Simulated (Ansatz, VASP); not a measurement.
Ti in VASP and in Ansatz

File INCAR:

```
SYSTEM = Ti
PREC     = Accurate       ! precision mode
ENCUT    = 520            ! plane-wave cutoff, eV
EDIFF    = 1E-6           ! SCF threshold, eV
ISMEAR   = 0              ! smearing method
SIGMA    = 0.15           ! smearing width, eV
LREAL    = .False.        ! projectors in reciprocal space
LASPH    = .True.         ! aspherical terms in the spheres
NELM     = 100            ! most SCF steps
ALGO     = Fast           ! electronic algorithm
ISIF     = 2              ! what is computed and relaxed
LWAVE    = .False.        ! write WAVECAR
LCHARG   = .False.        ! write CHGCAR
GGA      = PS             ! functional
NBANDS   = 12             ! bands
```

The input KPOINTS:

```
Automatic mesh
0
Gamma
  20 20 20
  0 0 0
```

The input POSCAR:

```
Ti
1.0
   -1.7722800000      1.7722800000      1.6410000000
    1.7722800000     -1.7722800000      1.6410000000
    1.7722800000      1.7722800000     -1.6410000000
Ti
1
Direct
    0.0000000000      0.0000000000      0.0000000000
```

Input for Ansatz:

```yaml
crystal:
  lattice:
    - [-1.77228, 1.77228, 1.641]
    - [1.77228, -1.77228, 1.641]
    - [1.77228, 1.77228, -1.641]
  atoms:
    - { symbol: Ti, position: [0.0, 0.0, 0.0] }
basis:
  ecutwfc: 420
kpoints:
  mp_grid: { grid: [20, 20, 20] }
hamiltonian:
  xc: pbesol
scf:
  occupations: { method: gaussian, width: 0.15 }
output:
  forces: true
  stress: true
  eigenvalues: true
```

Change from the starting cell: strain +0.080 along x and y, +0.000 along z, atoms carried along.

Alike in both runs: task single point; functional PBEsol; k mesh 20 × 20 × 20; occupations gaussian, width 0.15 eV; no spin polarisation.

```csv
,VASP,Ansatz
version,VASP 6.6.1,Ansatz 0.2.0
potentials or method,"VASP PAW PBE potentials, release 64 (Ti_sv), cutoff 520 eV","scalar-relativistic, plane waves, PAW"
valence electrons in the cell,12,12
```

|  | VASP | Ansatz | Ansatz less VASP |
| --- | --- | --- | --- |
| gap on the k mesh at the Fermi level (eV) | none | none | - |
| pressure (GPa) | -16.9 | -16.9 | +0.08 |
| traceless stress, the component that is largest in VASP (GPa) | -1.31 | -1.31 | +0.001 |

VASP's potentials were made for PBE, not for PBEsol. A gap of «none» marks a metal or a gap that the smearing closes. The functional is the same, so the differences come from potentials, cutoffs and numerics.
